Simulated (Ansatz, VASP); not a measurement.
**One calculation of SnSe2, two programs**

Contents of INCAR:

```
SYSTEM = SnSe2
PREC = Accurate ; ENCUT = 500
EDIFF = 1E-6 ; ISMEAR = 0
SIGMA = 0.03 ; LREAL = .False.
LASPH = .True. ; NELM = 120
ALGO = Normal ; ISIF = 2
LWAVE = .False. ; LCHARG = .False.
GGA = PE ; IVDW = 12
NBANDS = 20 ; GGA_COMPAT = .False.
```

KPOINTS

```
Automatic mesh
0
Gamma
  12 12 6
  0 0 0
```

File POSCAR:

```
SnSe2
1.0
    3.6480000000      0.0000000000      0.0000000000
   -1.8240000000      3.1592606730      0.0000000000
    0.0000000000      0.0000000000      5.3608000000
Sn Se
1 2
Direct
    0.0000000000      0.0000000000      0.0000000000
    0.3333333333      0.6666666667      0.2651331237
    0.6666666667      0.3333333333      0.7348668763
```

Input for Ansatz:

```yaml
crystal:
  lattice:
    - [3.648, 0.0, 0.0]
    - [-1.824, 3.159260673, 0.0]
    - [0.0, 0.0, 5.3608]
  atoms:
    - { symbol: Sn, position: [0.0, 0.0, 0.0] }
    - { symbol: Se, position: [0.3333333333, 0.6666666667, 0.2651331237] }
    - { symbol: Se, position: [0.6666666667, 0.3333333333, 0.7348668763] }
basis:
  ecutwfc: 420
kpoints:
  mp_grid: { grid: [12, 12, 6] }
hamiltonian:
  xc: pbe
  dispersion: d3bj
scf:
  occupations: { method: gaussian, width: 0.03 }
output:
  forces: true
  stress: true
  eigenvalues: true
```

Alike in both runs: task single point; functional PBE; dispersion D3(BJ); k mesh 12 × 12 × 6; occupations gaussian, width 0.03 eV; no spin polarisation.

```csv
,VASP,Ansatz
version,VASP 6.6.1,Ansatz 0.2.0
potentials or method,"VASP PAW PBE potentials, release 64 (Sn_d, Se), cutoff 500 eV","scalar-relativistic, plane waves, PAW"
valence electrons in the cell,26,46
```

Ansatz gave:

```
gap on the k mesh at the Fermi level (eV)                     : 0.15
least direct gap on the mesh (eV)                             : 1.07
pressure (GPa)                                                : 24.1
traceless stress, the component that is largest in VASP (GPa) : 2.43
rms of the force components (eV/Å)                            : 1.231
```

Q: What did VASP give for the same quantities?

A: gap on the k mesh at the Fermi level (eV): 0.13; least direct gap on the mesh (eV): 1.06; pressure (GPa): 24.3; traceless stress, the component that is largest in VASP (GPa): 2.42; rms of the force components (eV/Å): 1.245.

Atom by atom the forces differ by 0.014 eV/Å (rms over components). VASP's potentials hold 26 valence electrons a cell and Ansatz's 46, so a difference there can come from the potentials and not from the codes.
